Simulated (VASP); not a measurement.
# Ti14Si (a cell with a defect) in VASP: further runs, part 2 of 2

VASP 6.6.1. The steps go on from the part before.

## (4) Single point, PBE

File INCAR:

```
SYSTEM = Ti14Si
PREC     = Accurate       ! precision mode
ENCUT    = 520            ! plane-wave cutoff, eV
EDIFF    = 1E-6           ! SCF threshold, eV
ISMEAR   = 0              ! smearing method
SIGMA    = 0.1            ! smearing width, eV
LREAL    = Auto         
LASPH    = .TRUE.         ! aspherical terms in the spheres
NELM     = 80             ! most SCF steps
ALGO     = Normal         ! electronic algorithm
ISIF     = 2              ! what is computed and relaxed
LWAVE    = .FALSE.        ! write WAVECAR
LCHARG   = .FALSE.        ! write CHGCAR
GGA      = PE             ! functional
NBANDS   = 99             ! bands
```

File KPOINTS:

```
Automatic mesh
0
Gamma
  4 4 4
  0.5 0.5 0.5
```

File POSCAR:

```
Ti14Si
1.0
   -4.1120350457     -4.1120350457     -4.1120350457
   -4.1120350457      4.1120350457      4.1120350457
    4.1120350457      4.1120350457     -4.1120350457
Si Ti
1 14
Direct
    0.5794675808      0.0000000000      0.4205324081
    0.2515192571      0.0000000000      0.7484807318
    0.7378912062      0.4772002131      0.7393089957
    0.7443098043      0.2531540924     -0.0109433649
    0.4800573142      0.2519935965      0.2353314087
    0.2640975789      0.2531540924      0.5088443986
    0.0166621878      0.2519935965      0.7719362711
   -0.0023504177      0.0000000000      0.0023504177
    0.7646685802      0.7480063924      0.5199426747
    0.4911557118      0.7468460181      0.7359026532
    0.5093361260      0.5125155736      0.0031794476
    0.2606909932      0.5227997758      0.2621087826
   -0.0031794476      0.4874844153      0.4906638629
    0.2280637177      0.7480063924     -0.0166621878
    0.0109434865      0.7468460181      0.2556904278
```

Potentials or basis: VASP PAW PBE potentials, release 64 (Si, Ti_sv).

Launch:

```console
cat potpaw_PBE.64/Si/POTCAR potpaw_PBE.64/Ti_sv/POTCAR > POTCAR
mpirun -np 1 vasp_std > vasp.out
```

OUTCAR:

```text
SYSTEM = Ti14Si
   PREC = Accurate
   ENCUT = 520
   EDIFF = 1E-6
   ISMEAR = 0
   LREAL = Auto
   LASPH = .TRUE.
   NELM = 80
   ISIF = 2
   GGA = PE

 ion  position               nearest neighbor table
   1  0.579  0.000  0.421-  14 2.70   5 2.70   7 2.70   9 2.70   3 2.93  12 2.93
   2  0.252  0.000  0.748-   7 2.83   5 2.83   9 2.83  14 2.83  15 2.87   6 2.87  10 2.87   4 2.87

   3  0.738  0.477  0.739-   6 2.76   4 2.76   9 2.86  14 2.86  11 2.87   1 2.93
   4  0.744  0.253  0.989-   3 2.76   7 2.86   2 2.87  15 2.88  11 2.88  13 2.92
   5  0.480  0.252  0.235-   1 2.70   8 2.81   2 2.83   6 2.86  12 2.86  11 2.87   9 2.90
   6  0.264  0.253  0.509-   3 2.76   5 2.86   2 2.87  10 2.88  11 2.88  13 2.92
   7  0.017  0.252  0.772-   1 2.70   8 2.81   2 2.83   4 2.86  12 2.86  11 2.87  14 2.90
   8  0.998  0.000  0.002-   5 2.81   9 2.81  14 2.81   7 2.81
   9  0.765  0.748  0.520-   1 2.70   8 2.81   2 2.83  10 2.86   3 2.86  13 2.87   5 2.90
  10  0.491  0.747  0.736-  12 2.76   9 2.86   2 2.87   6 2.88  13 2.88  11 2.92
  11  0.509  0.513  0.003-   7 2.87   5 2.87   3 2.87   6 2.88   4 2.88  10 2.92  15 2.92
[... 1731 lines left out ...]
  Direction    XX          YY          ZZ          XY          YZ          ZX
  --------------------------------------------------------------------------------------
  -------------------------------------------------------------------------------------
  Total       -8.8217357     -8.8217357     -0.9982587      1.7343830      0.0000000      0.0000000
  in kB      -50.8199474    -50.8199474     -5.7507340      9.9913733      0.0000000      0.0000000
  external PRESSURE =     -35.7968763 kB  Pullay stress =       0.0000000 kB

 VOLUME and BASIS-vectors are now :
 -----------------------------------------------------------------------------
  energy-cutoff  :      520.00
  volume of cell :      278.12
      direct lattice vectors                 reciprocal lattice vectors
    -4.112035046 -4.112035046 -4.112035046    -0.121594294  0.000000000 -0.121594294
    -4.112035046  4.112035046  4.112035046    -0.121594294  0.121594294  0.000000000
     4.112035046  4.112035046 -4.112035046     0.000000000  0.121594294 -0.121594294

 POSITION                                       TOTAL-FORCE (eV/Angst)
 -----------------------------------------------------------------------------------
     -0.65355     -0.65355     -4.11204         0.707750      0.707750      0.000000
      2.04352      2.04352     -4.11204        -0.032511     -0.032511      0.000000
     -1.95643      1.96809     -4.11203        -0.066409     -0.065658      0.000000
     -0.03457      2.04739     -6.08669        -0.067162     -0.118580      0.172676
     -2.04253      0.02989     -1.90550         0.000108      0.002621     -0.026476
     -0.03457      2.04739     -2.13739        -0.067162     -0.118580     -0.172676
      2.06951      4.14192     -2.20654         0.000108      0.002621      0.026476
     -4.09271     -4.09271     -4.11204        -0.033475     -0.033475      0.000000
     -4.08215      2.06951     -2.20654         0.002621      0.000108      0.026476
     -2.06465      4.07747     -1.97465        -0.118580     -0.067162      0.172676
     -4.18882      0.02615     -0.00000         0.007532     -0.151201     -0.000000
     -2.14394      2.15560      0.00000        -0.065658     -0.066409      0.000000
     -4.08589     -0.07678     -4.11204        -0.151201      0.007532      0.000000
      0.02989      6.18154     -1.90550         0.002621      0.000108     -0.026476
     -2.06465      4.07747      1.97465        -0.118580     -0.067162     -0.172676
 -----------------------------------------------------------------------------------
    total drift:                               -0.004136     -0.006920      0.003621

  FREE ENERGIE OF THE ION-ELECTRON SYSTEM (eV)
  ---------------------------------------------------
  free  energy   TOTEN  =      -112.9001293858 eV

  energy  without entropy=     -112.7854388937  energy(sigma->0) =     -112.84278414
```

OSZICAR:

```text
N       E                     dE             d eps       ncg     rms          rms(c)
DAV:   1     0.256009895659E+04    0.25601E+04   -0.85729E+04  2970   0.212E+03
DAV:   2     0.250617735685E+03   -0.23095E+04   -0.22786E+04  2970   0.683E+02
[... 12 lines left out ...]
DAV:  15    -0.112900154430E+03    0.29648E-03   -0.36200E-03  4028   0.400E-01    0.161E-01
DAV:  16    -0.112900171288E+03   -0.16858E-04   -0.13505E-03  4660   0.208E-01    0.766E-02
DAV:  17    -0.112900143694E+03    0.27594E-04   -0.51144E-04  3948   0.160E-01    0.435E-02
DAV:  18    -0.112900133976E+03    0.97183E-05   -0.97907E-05  4092   0.665E-02    0.200E-02
DAV:  19    -0.112900129121E+03    0.48547E-05   -0.35769E-05  4508   0.332E-02    0.734E-03
DAV:  20    -0.112900129386E+03   -0.26485E-06   -0.48278E-06  3060   0.146E-02
   1 F= -.11290013E+03 E0= -.11284278E+03  d E =-.114690E+00
```

Wall time 18 min (1 thread of Intel Xeon Platinum 8559C (Emerald Rapids), shared host); peak memory 0.52 GiB.

Results:

```yaml
Free_energy: -112.9001 eV
Pressure: -3.6 GPa
Largest_force: 1.001 eV/Å
Band_gap_on_the_k_mesh: zero (bands 86 and 87 overlap by 0.12 eV)
```

Forces on the atoms (eV/Å):
```
Si   0.708  0.708  0.000
Ti  -0.033 -0.033  0.000
Ti  -0.066 -0.066  0.000
Ti  -0.067 -0.119  0.173
Ti   0.000  0.003 -0.026
Ti  -0.067 -0.119 -0.173
Ti   0.000  0.003  0.026
Ti  -0.033 -0.033  0.000
Ti   0.003  0.000  0.026
Ti  -0.119 -0.067  0.173
Ti   0.008 -0.151  0.000
Ti  -0.066 -0.066  0.000
Ti  -0.151  0.008  0.000
Ti   0.003  0.000 -0.026
Ti  -0.119 -0.067 -0.173
```

Stress tensor (GPa, compression positive):
```
-5.08  1.00  0.00
 1.00 -5.08  0.00
 0.00  0.00 -0.58
```

Levels at points of the mesh, in eV from the Fermi level:
```tsv
k point	band 84	band 85	band 86	band 87	band 88	band 89
(0.12, 0.12, 0.12)	-0.29	-0.20	-0.07	0.02	0.12	0.17
```

## (5) Single point, PBE

File INCAR:

```
SYSTEM = Ti14Si
ALGO     = Normal         ! electronic algorithm
EDIFF    = 1E-6           ! SCF threshold, eV
ENCUT    = 520            ! plane-wave cutoff, eV
GGA      = PE             ! functional
ISIF     = 2              ! what is computed and relaxed
ISMEAR   = 0              ! smearing method
LASPH    = .TRUE.         ! aspherical terms in the spheres
LCHARG   = .TRUE.         ! write CHGCAR
LELF     = .TRUE.         ! ELF
LREAL    = Auto         
LVHAR    = .TRUE.       
LWAVE    = .FALSE.        ! write WAVECAR
NBANDS   = 99             ! bands
NELM     = 80             ! most SCF steps
PREC     = Accurate       ! precision mode
SIGMA    = 0.1            ! smearing width, eV
```

KPOINTS is that of step 4.

File POSCAR:

```
Ti14Si
1.0
   -4.1120350457     -4.1120350457     -4.1120350457
   -4.1120350457      4.1120350457      4.1120350457
    4.1120350457      4.1120350457     -4.1120350457
Si Ti
1 14
Direct
    0.5330635502      0.0000000000      0.4669364387
    0.2545439152      0.0000000000      0.7454560737
    0.7409165939      0.4826028908      0.7416862858
    0.7372883417      0.2485977110     -0.0219433927
    0.4827486823      0.2507952847      0.2400462275
    0.2705411038      0.2485977110      0.5113093582
    0.0107489356      0.2507951631      0.7680465913
   -0.0035618617      0.0000000000      0.0035618617
    0.7599537614      0.7492048258      0.5172514282
    0.4886906307      0.7514022779      0.7294588851
    0.5044118002      0.5043013926     -0.0001104076
    0.2583137031      0.5173970981      0.2590833950
    0.0001104076      0.4956987179      0.4955883103
    0.2319533976      0.7492047042     -0.0107490572
    0.0219433927      0.7514022779      0.2627116472
```

Launch:

```console
cat potpaw_PBE.64/Si/POTCAR potpaw_PBE.64/Ti_sv/POTCAR > POTCAR
mpirun -np 1 vasp_std > vasp.out
```

Wall time 18 min (1 thread of Intel Xeon Platinum 8559C (Emerald Rapids), shared host); peak memory 0.53 GiB.

Results (log left out):

| Item | Value |
| --- | --- |
| Free energy | -113.6576 eV |
| Pressure | -4.0 GPa |
| Largest force | 1.205 eV/Å |
| Band gap on the k mesh | zero (bands 86 and 87 overlap by 0.14 eV) |

Forces on the atoms (eV/Å):
```
Si   0.852  0.852  0.000
Ti  -0.103 -0.103  0.000
Ti  -0.112  0.004  0.000
Ti  -0.055 -0.142  0.137
Ti  -0.026 -0.038 -0.080
Ti  -0.055 -0.142 -0.137
Ti  -0.026 -0.038  0.080
Ti  -0.048 -0.048  0.000
Ti  -0.038 -0.026  0.080
Ti  -0.142 -0.055  0.137
Ti   0.052 -0.123  0.000
Ti   0.004 -0.112  0.000
Ti  -0.123  0.052  0.000
Ti  -0.038 -0.026 -0.080
Ti  -0.142 -0.055 -0.137
```

Stress tensor (GPa, compression positive):
```
-4.79  1.05  0.00
 1.05 -4.79  0.00
 0.00  0.00 -2.50
```

Levels at points of the mesh, in eV from the Fermi level:
| k point | band 83 | band 84 | band 85 | band 86 | band 87 | band 88 | band 89 | band 90 |
| --- | --- | --- | --- | --- | --- | --- | --- | --- |
| (0.12, 0.12, 0.12) | -0.38 | -0.31 | -0.24 | -0.04 | 0.00 | 0.15 | 0.18 | 0.29 |

## (6) Single point, PBE

File INCAR:

```
SYSTEM = Ti14Si
PREC     = Accurate       ! precision mode
ENCUT    = 520            ! plane-wave cutoff, eV
EDIFF    = 1E-6           ! SCF threshold, eV
ISMEAR   = 0              ! smearing method
SIGMA    = 0.1            ! smearing width, eV
LREAL    = Auto         
LASPH    = .True.         ! aspherical terms in the spheres
NELM     = 80             ! most SCF steps
ALGO     = Normal         ! electronic algorithm
ISIF     = 2              ! what is computed and relaxed
LWAVE    = .False.        ! write WAVECAR
LCHARG   = .True.         ! write CHGCAR
GGA      = PE             ! functional
LELF     = .True.         ! ELF
LVHAR    = .True.       
NBANDS   = 99             ! bands
```

KPOINTS is that of step 5.

File POSCAR:

```
Ti14Si
1.0
   -4.1120350457     -4.1120350457     -4.1120350457
   -4.1120350457      4.1120350457      4.1120350457
    4.1120350457      4.1120350457     -4.1120350457
Si Ti
1 14
Direct
    0.6705322229      0.0000000000      0.3294677659
    0.2523504757      0.0000000000      0.7476495132
    0.7406639209      0.4874845369      0.7468206049
    0.7588443351      0.2531540924      0.0140973993
    0.4853313451      0.2519934749      0.2300572562
    0.2390566931      0.2531540924      0.4943097462
    0.0219362187      0.2519934749      0.7666621186
   -0.0015193207      0.0000000000      0.0015193207
    0.7699427327      0.7480065140      0.5146686437
    0.5056902426      0.7468458965      0.7609432958
    0.5121088407      0.5227997758      0.0106909351
    0.2531793840      0.5125154520      0.2593360679
   -0.0106909351      0.4772002131      0.4878911482
    0.2333378703      0.7480065140     -0.0219362187
   -0.0140973993      0.7468458965      0.2411556538
```

Potentials or basis: VASP PAW PBE potentials, release 64 (Si, Ti_sv).

Launch:

```console
cat potpaw_PBE.64/Si/POTCAR potpaw_PBE.64/Ti_sv/POTCAR > POTCAR
mpirun -np 1 vasp_std > vasp.out
```

Run time: 34 min. Hardware: 1 thread of Oxide Virtual Turin-like, shared host; peak memory 0.51 GiB.

Results (log left out):

| Item | Value |
| --- | --- |
| Free energy | -112.9003 eV |
| Pressure | -3.6 GPa |
| Largest force | 1.006 eV/Å |
| Band gap on the k mesh | zero (bands 86 and 87 overlap by 0.12 eV) |

Forces on the atoms (eV/Å):
```
Si  -0.712 -0.712  0.000
Ti   0.030  0.030  0.000
Ti  -0.016  0.137  0.000
Ti   0.102  0.084 -0.159
Ti   0.016 -0.010 -0.027
Ti   0.102  0.084  0.159
Ti   0.016 -0.010  0.027
Ti   0.039  0.039  0.000
Ti  -0.010  0.016  0.027
Ti   0.084  0.102 -0.159
Ti   0.067  0.070  0.000
Ti   0.137 -0.016  0.000
Ti   0.070  0.067  0.000
Ti  -0.010  0.016 -0.027
Ti   0.084  0.102  0.159
```

Stress tensor (GPa, compression positive):
```
-5.12  1.04  0.00
 1.04 -5.12  0.00
 0.00  0.00 -0.58
```

Levels at points of the mesh, in eV from the Fermi level:
| k point | band 82 | band 83 | band 84 | band 85 | band 86 | band 87 | band 88 | band 89 | band 90 | band 91 |
| --- | --- | --- | --- | --- | --- | --- | --- | --- | --- | --- |
| (0.12, 0.12, 0.12) | -0.47 | -0.38 | -0.29 | -0.20 | -0.07 | 0.02 | 0.12 | 0.17 | 0.25 | 0.29 |

## (7) The runs side by side

```tsv
cell	gap on the mesh (eV)	pressure (GPa)	largest force (eV/Å)
as given, atomic positions A	none	-3.9	0.03
as given, atomic positions B	none	-3.6	1.01
as given, atomic positions C	none	-4.0	1.21
```

Alike in all rows: task single point; level PBE; potentials or basis VASP PAW PBE potentials, release 64 (Si, Ti_sv); no spin polarisation; k mesh 4 × 4 × 4, shifted; cutoff (eV) 520; smearing gaussian 0.1 eV.

Absolute energies hang on the potentials; compare differences alone.
